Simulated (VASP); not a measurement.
Input of a VASP 6.6.1 run:

The input POSCAR:

```
Pd
1.0
    2.4801120713      0.0000000000      0.0000000000
    0.0000000000      2.4801120713      0.0000000000
    0.0000000000      0.0000000000      2.4801120713
Pd
1
Direct
    0.0000000000      0.0000000000      0.0000000000
```

The input INCAR.step1:

```
PREC = Accurate ; ENCUT = 520
ISMEAR = -1 ; SIGMA = 0.05
LREAL = False ; LASPH = True
NELM = 150 ; ISPIN = 2
MAGMOM = 0.5 ; LMAXMIX = 4
NBANDS = 15 ; GGA = PE
ALGO = Normal ; EDIFF = 1E-4
LWAVE = True ; LCHARG = False
```

The input INCAR.step2:

```
PREC = Accurate ; ENCUT = 520
EDIFF = 1E-6 ; ISMEAR = -1
SIGMA = 0.05 ; LREAL = False
LASPH = True ; NELM = 150
ALGO = Normal ; ISIF = 2
LWAVE = False ; LCHARG = False
ISPIN = 2 ; MAGMOM = 0.5
LORBIT = 11 ; LMAXMIX = 4
METAGGA = R2SCAN ; LMIXTAU = True
NBANDS = 15 ; ISTART = 1
```

The input KPOINTS:

```
regular mesh
0
Gamma
  14 14 14
```

Potentials or basis: VASP PAW PBE potentials, release 64 (Pd).

Run with:

```console
$ cat potpaw_PBE.64/Pd/POTCAR > POTCAR
$ cp INCAR.step1 INCAR
$ mpirun -np 1 vasp_std > vasp.out
$ cp INCAR.step2 INCAR
$ mpirun -np 1 vasp_std > vasp.out
```

(1) Predict the pressure.

(2) Predict the net moment.

Answers

(1) 25.5 GPa.

(2) 0.00 μB per cell.

Caveat: the PAW data sets were made with another functional, which shifts forces and pressure a little.
